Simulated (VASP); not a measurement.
# Sr (P6/mmm) in VASP: further runs, part 2 of 2

VASP 6.6.1.

### Step 3. Relaxation of cell and atoms, LDA, target pressure 0.14 GPa, at which the enthalpy is minimised

This run uses another cell than the first one: it holds 1 atom, not 3.

INCAR reads:

```
PREC     = Accurate       # precision mode
ENCUT    = 600            # plane-wave cutoff, eV
EDIFF    = 1E-7           # SCF threshold, eV
ISMEAR   = -1             # smearing method
SIGMA    = 0.1            # smearing width, eV
LREAL    = F              # projectors in reciprocal space
LASPH    = T              # aspherical terms in the spheres
NELM     = 80             # most SCF steps
ALGO     = Normal         # electronic algorithm
ISIF     = 3              # what is computed and relaxed
LWAVE    = F              # write WAVECAR
LCHARG   = F              # write CHGCAR
IBRION   = 2              # ionic algorithm
NSW      = 32             # ionic steps
EDIFFG   = -0.005         # ionic threshold
PSTRESS  = 1.4000000000000001
```

KPOINTS reads:

```
Automatic mesh
0
Gamma
  11 11 10
```

POSCAR reads:

```
Sr
1.0
    3.9004877120      0.0000000000      0.0000000000
   -1.9502438560      3.3779214458      0.0000000000
    0.0000000000      0.0000000000      3.6285458280
Sr
1
Direct
    0.0000000000      0.0000000000      0.0000000000
```

Potentials or basis: VASP PAW LDA potentials, release 64 (Sr_sv).

Command:

```console
> cat potpaw_LDA.64/Sr_sv/POTCAR > POTCAR
> mpirun -np 1 vasp_std > vasp.out
```

Run time: 32 s. Hardware: 1 thread of Intel Xeon 6975P-C, shared host; peak memory 0.19 GiB.

Results (log left out):

* Free energy: -1.6996 eV
* Pressure after relaxing: 0.1 GPa
* Band gap on the k mesh: zero (band 5 reaches 2.02 eV, above the bottom of band 6 at 1.58 eV)

Final structure:
```
Sr
1.0
     3.90049    0.00000    0.00000
    -1.95024    3.37792    0.00000
     0.00000    0.00000    3.62855
Sr
1
Direct
  0.00000 0.00000 0.00000
```

Levels at points of the mesh, in eV from the Fermi level:
```tsv
k point	band 2	band 3	band 4	band 5	band 6	band 7	band 8	band 9
(0.00, 0.00, 0.00)	-18.21	-18.21	-18.16	-3.71	0.65	2.42	2.42	5.67
(0.00, 0.00, 0.50)	-18.65	-18.16	-18.16	-1.35	0.03	3.01	3.01	3.54
```

Caveat: the relaxation stopped at its first step, so nothing moved; the cell is relaxed towards a set pressure, so the enthalpy falls and the energy may rise.

### Step 4. Relaxation of cell and atoms, LDA, target pressure 0.14 GPa, at which the enthalpy is minimised

This run uses another cell than the first one: it holds 1 atom, not 3.

Changes to INCAR since step 3:

```diff
@@ -7,3 +7,3 @@
 LASPH    = T              # aspherical terms in the spheres
-NELM     = 80             # most SCF steps
+NELM     = 60             # most SCF steps
 ALGO     = Normal         # electronic algorithm
@@ -12,4 +12,5 @@
 LCHARG   = F              # write CHGCAR
+GGA      = CA             # functional
 IBRION   = 2              # ionic algorithm
-NSW      = 32             # ionic steps
+NSW      = 60             # ionic steps
 EDIFFG   = -0.005         # ionic threshold
```

KPOINTS reads:

```
regular mesh
0
Gamma
  11 11 10
```

POSCAR reads:

```
Sr
1.0
    3.9498954017      0.0000000000      0.0000000000
   -1.9749477008      3.4207097602      0.0000000000
    0.0000000000      0.0000000000      3.7129016776
Sr
1
Direct
    0.0000000000      0.0000000000      0.0000000000
```

Command:

```console
> cat potpaw_LDA.64/Sr_sv/POTCAR > POTCAR
> mpirun -np 1 vasp_std > vasp.out
```

It took 2 min on 1 thread of Intel Xeon 6975P-C, shared host; peak memory 0.21 GiB.

Results (log left out):

```
Free energy                                            : -1.6996 eV
Relaxed volume                                         : 47.75 Å³/atom
Relaxed cell                                           : a = 3.900 Å, b = 3.900 Å, c = 3.626 Å, α = 90.00°, β = 90.00°, γ = 120.00°
Space group after relaxing (to 0.05 Å)                 : P6/mmm (No. 191)
Energy change on relaxing (the enthalpy is what falls) : -2.0 meV/atom
Ionic steps                                            : 5
Pressure after relaxing                                : 0.2 GPa
Band gap on the k mesh                                 : zero (band 5 reaches 2.03 eV, above the bottom of band 6 at 1.59 eV)
```

The path:
```csv
step,energy change (eV),largest force (eV/Å),pressure (GPa),volume (Å³)
1,0.0000,0.0000,-0.35,50.17
2,-0.0020,0.0000,-0.14,49.07
3,-0.0021,0.0000,0.13,47.82
4,-0.0020,0.0000,0.14,47.77
5,-0.0020,0.0000,0.15,47.75
```

Final structure:
```cif
data_structure
_symmetry_space_group_name_H-M 'P 1'
_symmetry_Int_Tables_number 1
_cell_length_a 3.8995
_cell_length_b 3.8995
_cell_length_c 3.6257
_cell_angle_alpha 90.000
_cell_angle_beta 90.000
_cell_angle_gamma 120.000
_cell_volume 47.75
loop_
_atom_site_label
_atom_site_type_symbol
_atom_site_fract_x
_atom_site_fract_y
_atom_site_fract_z
_atom_site_occupancy
Sr1 Sr 0.00000 0.00000 0.00000 1
```

Levels at points of the mesh, in eV from the Fermi level:
| k point | band 2 | band 3 | band 4 | band 5 | band 6 | band 7 | band 8 | band 9 |
| --- | --- | --- | --- | --- | --- | --- | --- | --- |
| (0.00, 0.00, 0.00) | -18.21 | -18.21 | -18.15 | -3.71 | 0.65 | 2.42 | 2.42 | 5.68 |
| (0.00, 0.00, 0.50) | -18.65 | -18.16 | -18.16 | -1.34 | 0.04 | 3.02 | 3.02 | 3.54 |

Caveat: the cell is relaxed towards a set pressure, so the enthalpy falls and the energy may rise.

### Step 5. Overview

| task | cell | k mesh | cutoff (eV) | gap on the mesh (eV) | pressure (GPa) |
| --- | --- | --- | --- | --- | --- |
| single point | a = 6.553, b = 6.553, c = 3.891 Å, angles 90.0, 90.0, 120.0°, 3 atoms | 6 × 6 × 8 | 520 | none | 0.1 |
| relaxation of cell and atoms | relaxed to 0.14 GPa from a = 3.900, b = 3.900, c = 3.629 Å, angles 90.0, 90.0, 120.0°, 1 atom | 11 × 11 × 10 | 600 | none | 0.1 |
| relaxation of cell and atoms | relaxed to 0.14 GPa from a = 3.950, b = 3.950, c = 3.713 Å, angles 90.0, 90.0, 120.0°, 1 atom | 11 × 11 × 10 | 600 | none | 0.2 |

Alike in all rows: level LDA; potentials or basis VASP PAW LDA potentials, release 64 (Sr_sv); no spin polarisation; smearing fermi-dirac 0.1 eV.

Caveats: the cell is relaxed towards a set pressure, so the enthalpy falls and the energy may rise (some runs); the relaxation stopped at its first step, so nothing moved (some runs).

Total energies depend on the potentials used, so only differences within one code and one set of settings carry meaning.
